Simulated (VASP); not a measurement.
Here is a VASP 6.6.1 calculation.

File INCAR:

```
SYSTEM = Ge20H11
ALGO = Normal
EDIFF = 1E-7
ENCUT = 520
GGA = PE
ISIF = 2
ISMEAR = -1
LASPH = .True.
LCHARG = .False.
LREAL = Auto
LWAVE = .False.
NBANDS = 166
NELM = 60
PREC = Accurate
SIGMA = 0.02
```

The input KPOINTS:

```
k-points
0
Gamma
  1 1 1
  0 0 0
```

The input POSCAR:

```
Ge20H11
1.0
    8.0044490000      0.0000000000      0.0000000000
    0.0000000000      8.0044490000      0.0000000000
    0.0000000000      0.0000000000     19.8975550000
H Ge
11 20
Direct
    0.4080121000      0.0000000000      0.0502574000
    0.0919879000      0.0000000000      0.0502574000
    0.9080121000      0.0000000000      0.0502574000
    0.5919879000      0.0000000000      0.0502574000
    0.4080121000      0.5000000000      0.0502574000
    0.0919879000      0.5000000000      0.0502574000
    0.9080121000      0.5000000000      0.0502574000
    0.5919879000      0.5000000000      0.0502574000
    0.7500000000      0.0327351676      0.4394856980
    0.2500000000      0.4729218601      0.4414707915
    0.7500000000      0.4680752490      0.4413887361
    0.2500000000      0.0000000000      0.0952052000
    0.7500000000      0.0000000000      0.0952052000
    0.2500000000      0.5000000000      0.0952052000
    0.7500000000      0.5000000000      0.0952052000
    0.2500000000      0.2502903197      0.1615244830
    0.7500000000      0.2489180644      0.1628161992
    0.2500000000      0.7501178941      0.1687821728
    0.7500000000      0.7506180567      0.1684385958
    0.0023154528      0.2542044828      0.2291838635
    0.4976845472      0.2542044828      0.2291838635
   -0.0008379586      0.7515493495      0.2407529319
    0.5008379586      0.7515493495      0.2407529319
    0.0007234723      0.0115488479      0.3058047006
    0.4992765277      0.0115488479      0.3058047006
   -0.0005622305      0.4936561537      0.3063650737
    0.5005622305      0.4936561537      0.3063650737
    0.2500000000      0.0896640564      0.3691114840
    0.7500000000      0.0948370769      0.3655427770
    0.2500000000      0.4112308263      0.3673541895
    0.7500000000      0.4106998417      0.3667905654
```

Potentials or basis: VASP PAW PBE potentials, release 64 (H, Ge_d).

Launch:

```console
$ cat potpaw_PBE.64/H/POTCAR potpaw_PBE.64/Ge_d/POTCAR > POTCAR
$ mpirun -np 1 vasp_gam > vasp.out
```

(1) Estimate the largest force.

(2) Estimate the band gap on the k mesh.

## Answers

(1) 0.724 eV/Å.

(2) zero (an odd number of electrons rules out a gap without spin polarisation).

Caveat: the k points lie up to 0.78 Å⁻¹ apart, too coarse for converged energies and pressures of a metal.
